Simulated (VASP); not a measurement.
# LiH (Fm-3m) in VASP: a series of runs

LiH is run at these levels: PBE-based screened hybrid, BLYP, r2SCAN+D3(BJ), LDA, PBE; tasks: single point.

Everything below comes from runs of VASP 6.6.1. Logs are shortened: lines on timing, memory, paths and dates and some standing lists are left out, and cuts for length are marked.

## 1. The cell of the first run

It takes space group Fm-3m (No. 225, cubic). Conventional cell: a = 4.074 Å, b = 4.074 Å, c = 4.074 Å, α = 90.00°, β = 90.00°, γ = 90.00°. Li (site symmetry m-3m) has 6 H at 2.04 Å within 2.7 Å. Within 2.7 Å of H (site symmetry m-3m) lie 6 Li at 2.04 Å.

## 2. Single point, PBE-based screened hybrid

Contents of POSCAR:

```
LiH
1.0
    0.0000000000      2.0367500000      2.0367500000
    2.0367500000      0.0000000000      2.0367500000
    2.0367500000      2.0367500000      0.0000000000
Li H
1 1
Direct
    0.0000000000      0.0000000000      0.0000000000
    0.5000000000      0.5000000000      0.5000000000
```

Contents of INCAR.step1:

```
ALGO = Normal
EDIFF = 1E-5
ENCUT = 520
GGA = PE
ISIF = 2
ISMEAR = 1
LASPH = T
LCHARG = F
LREAL = F
LWAVE = T
NBANDS = 9
NELM = 60
PREC = Accurate
SIGMA = 0.01
```

Contents of INCAR.step2:

```
AEXX = 0.25
ALGO = Normal
EDIFF = 1E-6
ENCUT = 520
GGA = PE
HFSCREEN = 0.3
ISIF = 2
ISMEAR = 1
ISTART = 1
LASPH = T
LCHARG = F
LHFCALC = T
LREAL = F
LWAVE = F
NBANDS = 9
NELM = 60
PREC = Accurate
PRECFOCK = Normal
SIGMA = 0.01
```

Contents of KPOINTS:

```
k-points
0
Gamma
  7 7 7
```

Potentials or basis: VASP PAW PBE potentials, release 64 (Li_sv, H).

Command:

```console
> cat potpaw_PBE.64/Li_sv/POTCAR potpaw_PBE.64/H/POTCAR > POTCAR
> cp INCAR.step1 INCAR
> mpirun -np 1 vasp_std > vasp.out
> cp INCAR.step2 INCAR
> mpirun -np 1 vasp_std > vasp.out
```

OUTCAR:

```text
AEXX = 0.25
   EDIFF = 1E-6
   ENCUT = 520
   GGA = PE
   HFSCREEN = 0.3
   ISIF = 2
   ISMEAR = 1
   ISTART = 1
   LASPH = T
   LHFCALC = T
   LREAL = F
   NELM = 60
   PREC = Accurate
   PRECFOCK = Normal

 ion  position               nearest neighbor table
   1  0.000  0.000  0.000-
   2  0.500  0.500  0.500-

  LATTYP: Found a face centered cubic cell.
 ALAT       =     4.0735000000

  Lattice vectors:

 A1 = (   0.0000000000,   2.0367500000,   2.0367500000)
 A2 = (   2.0367500000,   0.0000000000,   2.0367500000)
 A3 = (   2.0367500000,   2.0367500000,   0.0000000000)

Analysis of symmetry for initial positions (statically):
=====================================================================
 Subroutine PRICEL returns:
 Original cell was already a primitive cell.

 Routine SETGRP: Setting up the symmetry group for a
 face centered cubic supercell.

 Subroutine GETGRP returns: Found 48 space group operations
 (whereof 48 operations were pure point group operations)
 out of a pool of 48 trial point group operations.

The static configuration has the point symmetry O_h .

Analysis of symmetry for dynamics (positions and initial velocities):
=====================================================================
 Subroutine PRICEL returns:
 Original cell was already a primitive cell.

 Routine SETGRP: Setting up the symmetry group for a
 face centered cubic supercell.

 Subroutine GETGRP returns: Found 48 space group operations
 (whereof 48 operations were pure point group operations)
 out of a pool of 48 trial point group operations.

The dynamic configuration has the point symmetry O_h .

 Subroutine INISYM returns: Found 48 space group operations
 (whereof 48 operations are pure point group operations),
 and found     1 'primitive' translations

----------------------------------------------------------------------------------------

                                     Primitive cell

  volume of cell :      16.8983

  direct lattice vectors                    reciprocal lattice vectors
     0.000000000  2.036750000  2.036750000    -0.245489137  0.245489137  0.245489137
     2.036750000  0.000000000  2.036750000     0.245489137 -0.245489137  0.245489137
     2.036750000  2.036750000  0.000000000     0.245489137  0.245489137 -0.245489137

  length of vectors
     2.880399473  2.880399473  2.880399473     0.425199658  0.425199658  0.425199658

  position of ions in fractional coordinates (direct lattice)
     0.000000000  0.000000000  0.000000000
     0.500000000  0.500000000  0.500000000

  ion indices of the primitive-cell ions
   primitive index   ion index
                 1           1
                 2           2

----------------------------------------------------------------------------------------

 KPOINTS: k-points

Automatic generation of k-mesh.
 Grid dimensions read from file:
 generate k-points for:    7    7    7

 Generating k-lattice:

  Cartesian coordinates                     Fractional coordinates (reciprocal lattice)
    -0.035069877  0.035069877  0.035069877     0.142857143  0.000000000  0.000000000
     0.035069877 -0.035069877  0.035069877     0.000000000  0.142857143  0.000000000
     0.035069877  0.035069877 -0.035069877     0.000000000  0.000000000  0.142857143

  Length of vectors
     0.060742808  0.060742808  0.060742808

  Shift w.r.t. Gamma in fractional coordinates (k-lattice)
     0.000000000  0.000000000  0.000000000

 Subroutine IBZKPT returns following result:
 ===========================================

 Found     20 irreducible k-points:

 Following reciprocal coordinates:
            Coordinates               Weight
  0.000000  0.000000  0.000000      1.000000
  0.142857  0.000000  0.000000      8.000000
  0.285714  0.000000  0.000000      8.000000
  0.428571  0.000000  0.000000      8.000000
  0.142857  0.142857  0.000000      6.000000
  0.285714  0.142857  0.000000     24.000000
[... 12 lines left out ...]
 -0.428571  0.428571  0.142857     24.000000
 -0.285714  0.428571  0.142857     24.000000
   k-points           NKPTS =     20   k-points in BZ     NKDIM =    343   number of bands    NBANDS=      9
   number of dos      NEDOS =    301   number of ions     NIONS =      2
   total plane-waves  NPLWV =  13824
   dimension x,y,z NGX =    24 NGY =   24 NGZ =   24
   dimension x,y,z NGXF=    48 NGYF=   48 NGZF=   48
   ions per type =               1   1
   NGX,Y,Z   is equivalent  to a cutoff of  13.85, 13.85, 13.85 a.u.
   NGXF,Y,Z  is equivalent  to a cutoff of  27.70, 27.70, 27.70 a.u.
 SYSTEM =  unknown system
   PREC   = accura    normal or accurate (medium, high low for compatibility)
   ISTART =      1    job   : 0-new  1-cont  2-samecut
   ICHARG =      0    charge: 1-file 2-atom 10-const
   ISPIN  =      1    spin polarized calculation?
   LNONCOLLINEAR =      F non collinear calculations
   LSORBIT =      F    spin-orbit coupling
   LASPH  =      T    aspherical Exc in radial PAW
   ENCUT  =  520.0 eV  38.22 Ry    6.18 a.u.   5.36  5.36  5.36*2*pi/ulx,y,z
   NELM   =     60;   NELMIN=  2; NELMDL=  0     # of ELM steps
   EDIFF  = 0.1E-05   stopping-criterion for ELM
   LREAL  =      F    real-space projection
   EDIFFG = 0.1E-04   stopping-criterion for IOM
   NSW    =      0    number of steps for IOM
   IBRION =     -1    ionic relax: 0-MD 1-quasi-New 2-CG
   NFREE  =      0    steps in history (QN), initial steepest desc. (CG)
   ISIF   =      2    stress and relaxation
   ISYM   =      3    0-nonsym 1-usesym 2-fastsym
   POTIM  = 0.5000    time-step for ionic-motion
   TEBEG  =    0.0;   TEEND  =   0.0 temperature during run
   PSTRESS=    0.0 pullay stress
   NELECT =       4.0000    total number of electrons
   NUPDOWN=      -1.0000    fix difference up-down
   EMIN   =  10.00;   EMAX   =-10.00  energy-range for DOS
   EFERMI =   0.00;   METHOD = LEGACY
   ISMEAR =     1;   SIGMA  =   0.01  broadening in eV -4-tet -1-fermi 0-gaus
   EFERMI_NEDOS =   21; number of points for ismear=-14 and -15
   IALGO  =     38    algorithm
   IMIX   =      1    mixing-type and parameters
     AMIX     =   0.40;   BMIX     =  1.00
     AMIX_MAG =   1.60;   BMIX_MAG =  1.00
  volume/ion in A,a.u.               =       8.45        57.02
  Fermi-wavevector in a.u.,A,eV,Ry     =   1.012699  1.913724 13.953585  1.025560
  Thomas-Fermi vector in A             =   2.145824
   LORBIT       =      0    0 simple, 1 ext, 2 COOP (PROOUT), +10 PAW based schemes
   GGA     = PE    functional components
   LHFCALC =     T    Hartree Fock is set to
   PRECFOCK=normal    Normal, Fast or Accurate (Low or Medium for compatibility)
   ENCUT4O =  -1.0   cutoff for four orbital integrals eV
   NKREDX  =     1    reduce k-point grid by
   NKREDY  =     1    reduce k-point grid by
   NKREDZ  =     1    reduce k-point grid by
   AEXX    =    0.2500 exact exchange contribution
   HFSCREEN=    0.3000 screening length (either q_TF or 0.3 A-1)
   HFSCREENC=   0.3000 screening length for correlation (either q_TF or 0.3 A-1)
   ENCUTFOCK=  -1.0 apply spherical cutoff to Coloumb kernel
   IVDW    =     0    specifies the selected vdW correction
   LEPSILON=     F    determine dielectric tensor
   LRPA    =     F    only Hartree local field effects (RPA)
 non-spin polarized calculation
 Methfessel and Paxton  Order N= 1 SIGMA  =   0.01
  energy-cutoff  :      520.00
  volume of cell :       16.90
 maximum number of plane-waves:       467
 NGX is ok and might be reduce to    24
  NGX = 18; NGY = 18; NGZ = 18

 number of electron       3.9999999 magnetization

 Free energy of the ion-electron system (eV)
  ---------------------------------------------------
  ext. energy  EPLUGINS =         0.00000000
  ---------------------------------------------------
  free energy    TOTEN  =        -6.66121249 eV

  energy without entropy =       -6.66121249  energy(sigma->0) =       -6.66121249

 E-fermi :  -0.7323     XC(G=0):  -7.1422

 val. band max:       -0.8138253719   @ k =  -0.4286   0.4286   0.0000
 cond. band min:       3.4847132268   @ k =  -0.4286   0.4286   0.0000
 fundamental gap:      4.2985385988
 Fermi energy:        -0.7323289274

 k-point     1 :       0.0000    0.0000    0.0000
  band No.  band energies     occupation
      1     -47.9706      2.00000
      2      -6.4743      2.00000
      3      16.3235      0.00000
      4      17.9992      0.00000
      5      17.9992      0.00000
      6      17.9992      0.00000
      7      22.5333      0.00000
      8      22.5333      0.00000
      9      22.5333      0.00000

 k-point     2 :       0.1429    0.0000    0.0000
  band No.  band energies     occupation
      1     -47.9627      2.00000
      2      -6.0717      2.00000
      3      13.4283      0.00000
      4      16.5099      0.00000
      5      17.3282      0.00000
      6      17.3282      0.00000
      7      22.1912      0.00000
      8      23.8635      0.00000
      9      23.8635      0.00000

 k-point     3 :       0.2857    0.0000    0.0000
  band No.  band energies     occupation
      1     -47.9447      2.00000
      2      -4.9497      2.00000
      3       8.7107      0.00000
      4      14.9082      0.00000
      5      16.6389      0.00000
      6      16.6389      0.00000
      7      21.4680      0.00000
      8      21.4680      0.00000
      9      24.0557      0.00000

 k-point     4 :       0.4286    0.0000    0.0000
  band No.  band energies     occupation
      1     -47.9303      2.00000
      2      -3.6298      2.00000
      3       5.4289      0.00000
      4      13.9839      0.00000
      5      16.5700      0.00000
      6      16.5700      0.00000
      7      19.4565      0.00000
      8      19.4565      0.00000
      9      26.5363      0.00000
[... 157 lines left out ...]
 k-point    18 :      -0.4286    0.2857    0.1429
  band No.  band energies     occupation
      1     -47.9224      2.00000
      2      -2.4309      2.00000
      3       5.7260      0.00000
      4       8.2899      0.00000
      5      13.0765      0.00000
      6      16.8910      0.00000
      7      22.9819      0.00000
      8      25.1942      0.00000
      9      27.7418      0.00000

 k-point    19 :      -0.4286    0.4286    0.1429
  band No.  band energies     occupation
      1     -47.9187      2.00000
      2      -1.4837      2.00000
      3       4.7548      0.00000
      4       7.9448      0.00000
      5      11.7119      0.00000
      6      17.5130      0.00000
      7      18.8810      0.00000
      8      28.2466      0.00000
      9      31.1762      0.00000

 k-point    20 :      -0.2857    0.4286    0.1429
  band No.  band energies     occupation
      1     -47.9173      2.00000
      2      -1.2032      2.00000
      3       4.9962      0.00000
      4       6.4303      0.00000
      5      12.0644      0.00000
      6      17.2788      0.00000
      7      22.9365      0.00000
      8      26.1153      0.00000
      9      27.7813      0.00000

------------------------ aborting loop because EDIFF is reached ----------------------------------------

  FORCE on cell =-STRESS in cart. coord.  units (eV):
  Direction    XX          YY          ZZ          XY          YZ          ZX
  --------------------------------------------------------------------------------------
  -------------------------------------------------------------------------------------
  Total       -0.2439042     -0.2439042     -0.2439042     -0.0000000      0.0000000     -0.0000000
  in kB      -23.1252601    -23.1252601    -23.1252601     -0.0000000      0.0000000     -0.0000000
  external PRESSURE =     -23.1252601 kB  Pullay stress =       0.0000000 kB

 VOLUME and BASIS-vectors are now :
 -----------------------------------------------------------------------------
  energy-cutoff  :      520.00
  volume of cell :       16.90
      direct lattice vectors                 reciprocal lattice vectors
     0.000000000  2.036750000  2.036750000    -0.245489137  0.245489137  0.245489137
     2.036750000  0.000000000  2.036750000     0.245489137 -0.245489137  0.245489137
     2.036750000  2.036750000  0.000000000     0.245489137  0.245489137 -0.245489137

 POSITION                                       TOTAL-FORCE (eV/Angst)
 -----------------------------------------------------------------------------------
      0.00000      0.00000      0.00000         0.000000      0.000000      0.000000
      2.03675      2.03675      2.03675        -0.000000     -0.000000     -0.000000
 -----------------------------------------------------------------------------------
    total drift:                               -0.000000      0.000000     -0.000000

  FREE ENERGIE OF THE ION-ELECTRON SYSTEM (eV)
  ---------------------------------------------------
  free  energy   TOTEN  =        -6.6612124894 eV

  energy  without entropy=       -6.6612124894  energy(sigma->0) =       -6.66121249
```

It took 2.9 min on 1 thread of AMD EPYC 9R45 (Zen 5), shared host; peak memory 0.2 GiB.

Results:

| Property | Result |
| --- | --- |
| Free energy | -6.6612 eV |
| Band gap on the k mesh | 4.30 eV, direct |

Levels at points of the mesh, in eV from the valence-band top:
```
           k point  band 1  band 2  band 3  band 4  band 5  band 6  band 7
(0.00, 0.00, 0.00)  -47.16   -5.66   17.14   18.81   18.81   18.81   23.35
```

Caveat: the cutoff is under 1.25 times the usual one of these potentials, so pressure, stress and relaxed cells hold a basis-set (Pulay) error; the PAW data sets were made with another functional, which shifts forces and pressure a little. A k mesh can miss the band edges.

## 3. Single point, BLYP

Contents of INCAR:

```
PREC = Accurate
ENCUT = 520
EDIFF = 1E-7
ISMEAR = -1
SIGMA = 0.01
LREAL = F
LASPH = T
NELM = 80
ALGO = Normal
ISIF = 2
LWAVE = F
LCHARG = F
GGA = B5
ALDAX = 1.0
AGGAX = 1.0
AGGAC = 1.0
ALDAC = 0.0
NBANDS = 9
```

Contents of KPOINTS:

```
Automatic mesh
0
Gamma
  16 16 16
```

POSCAR is that of step 2.

Potentials or basis: VASP PAW PBE potentials, release 64 (Li_sv, H).

Command:

```console
> cat potpaw_PBE.64/Li_sv/POTCAR potpaw_PBE.64/H/POTCAR > POTCAR
> mpirun -np 1 vasp_std > vasp.out
```

Run time: 12 s. Hardware: 1 thread of Intel Xeon Platinum 8559C (Emerald Rapids), shared host; peak memory 0.14 GiB.

Results (log left out):

```
Free energy            : -5.9497 eV
Band gap on the k mesh : 3.45 eV, direct
```

Levels at points of the mesh, in eV from the valence-band top:
```tsv
k point	band 1	band 2	band 3	band 4	band 5	band 6	band 7
(0.00, 0.00, 0.00)	-44.88	-5.03	15.69	17.41	17.41	17.41	22.53
(0.50, 0.00, 0.00)	-44.84	-2.37	5.25	13.57	16.22	16.22	18.82
(0.50, 0.50, 0.00)	-44.83	0.00	3.45	10.79	10.79	14.42	16.81
```

Caveat: the cutoff is under 1.25 times the usual one of these potentials, so pressure, stress and relaxed cells hold a basis-set (Pulay) error; the PAW data sets were made with another functional, which shifts forces and pressure a little. A k mesh can miss the band edges.

## 4. Single point, r2SCAN+D3(BJ), collinear spin, ferromagnetic start

POSCAR is that of step 3.

Contents of INCAR.step1:

```
PREC     = Accurate       # precision mode
ENCUT    = 520            # plane-wave cutoff, eV
ISMEAR   = 0              # smearing method
SIGMA    = 0.02           # smearing width, eV
LREAL    = F              # projectors in reciprocal space
LASPH    = T              # aspherical terms in the spheres
NELM     = 150            # most SCF steps
ISPIN    = 2              # spin polarisation
MAGMOM   = 0.5 0          # initial moments
NBANDS   = 13             # bands
GGA      = PE             # functional
ALGO     = Normal         # electronic algorithm
EDIFF    = 1E-4           # SCF threshold, eV
LWAVE    = T              # write WAVECAR
LCHARG   = F              # write CHGCAR
```

Contents of INCAR.step2:

```
PREC     = Accurate       # precision mode
ENCUT    = 520            # plane-wave cutoff, eV
EDIFF    = 1E-6           # SCF threshold, eV
ISMEAR   = 0              # smearing method
SIGMA    = 0.02           # smearing width, eV
LREAL    = F              # projectors in reciprocal space
LASPH    = T              # aspherical terms in the spheres
NELM     = 150            # most SCF steps
ALGO     = Normal         # electronic algorithm
ISIF     = 2              # what is computed and relaxed
LWAVE    = F              # write WAVECAR
LCHARG   = T              # write CHGCAR
ISPIN    = 2              # spin polarisation
MAGMOM   = 0.5 0          # initial moments
LORBIT   = 11             # projections on sites
METAGGA  = R2SCAN         # meta-GGA
LMIXTAU  = T            
IVDW     = 12             # dispersion correction
VDW_S6   = 1.0          
VDW_S8   = 0.78981345   
VDW_A1   = 0.49484001   
VDW_A2   = 5.73083694   
LELF     = T              # ELF
LVHAR    = T            
NBANDS   = 13             # bands
ISTART   = 1
```

Contents of KPOINTS:

```
regular mesh
0
Gamma
  11 11 11
```

Command:

```console
> cat potpaw_PBE.64/Li_sv/POTCAR potpaw_PBE.64/H/POTCAR > POTCAR
> cp INCAR.step1 INCAR
> mpirun -np 1 vasp_std > vasp.out
> cp INCAR.step2 INCAR
> mpirun -np 1 vasp_std > vasp.out
```

Wall time 40 s (1 thread of Intel Xeon Platinum 8559C (Emerald Rapids), shared host); peak memory 0.16 GiB.

Results (log left out):

* Free energy: -6.9630 eV
* Band gap on the k mesh: 3.80 eV, direct
* Net moment: 0.00 μB per cell
* Valence electrons inside the program's atomic spheres: Li 2.03; H 0.55
* Dispersion energy per atom: -0.075 eV

Levels at points of the mesh, in eV from the valence-band top:
Spin up:
| k point | band 1 | band 2 | band 3 | band 4 | band 5 |
| --- | --- | --- | --- | --- | --- |
| (0.00, 0.00, 0.00) | -45.74 | -5.22 | 17.02 | 18.91 | 18.91 |
Spin down:
```tsv
k point	band 1	band 2	band 3	band 4	band 5	band 6
(0.00, 0.00, 0.00)	-45.74	-5.22	17.02	18.91	18.91	18.91
```

Caveat: the cutoff is under 1.25 times the usual one of these potentials, so pressure, stress and relaxed cells hold a basis-set (Pulay) error; the PAW data sets were made with another functional, which shifts forces and pressure a little. A k mesh can miss the band edges.

## 5. Single point, LDA

Contents of INCAR:

```
ALGO = Normal
EDIFF = 1E-6
ENCUT = 520
GGA = CA
ISIF = 2
ISMEAR = -1
LASPH = T
LCHARG = T
LELF = T
LREAL = F
LVHAR = T
LWAVE = F
NBANDS = 9
NELM = 60
PREC = Accurate
SIGMA = 0.05
```

Contents of KPOINTS:

```
k-points
0
Gamma
  6 6 6
```

POSCAR is that of step 4.

Potentials or basis: VASP PAW LDA potentials, release 64 (Li_sv, H).

Command:

```console
> cat potpaw_LDA.64/Li_sv/POTCAR potpaw_LDA.64/H/POTCAR > POTCAR
> mpirun -np 1 vasp_std > vasp.out
```

Wall time 1.3 s (1 thread of Intel Xeon 6975P-C (Granite Rapids), shared host); peak memory 0.11 GiB.

Results (log left out):

```
Free energy            : -6.4681 eV
Band gap on the k mesh : 2.65 eV, direct
```

Levels at points of the mesh, in eV from the valence-band top:
```
           k point  band 1  band 2  band 3  band 4  band 5
(0.00, 0.00, 0.00)  -43.51   -5.38   15.51   16.93   16.93
(0.50, 0.00, 0.00)  -43.47   -2.62    4.52   13.11   15.55
(0.50, 0.50, 0.00)  -43.46    0.00    2.65   10.17   10.17
```

Caveat: the k points lie up to 0.45 Å⁻¹ apart; the cutoff is under 1.25 times the usual one of these potentials, so pressure, stress and relaxed cells hold a basis-set (Pulay) error.

(Part 1 of 2 ends here.)
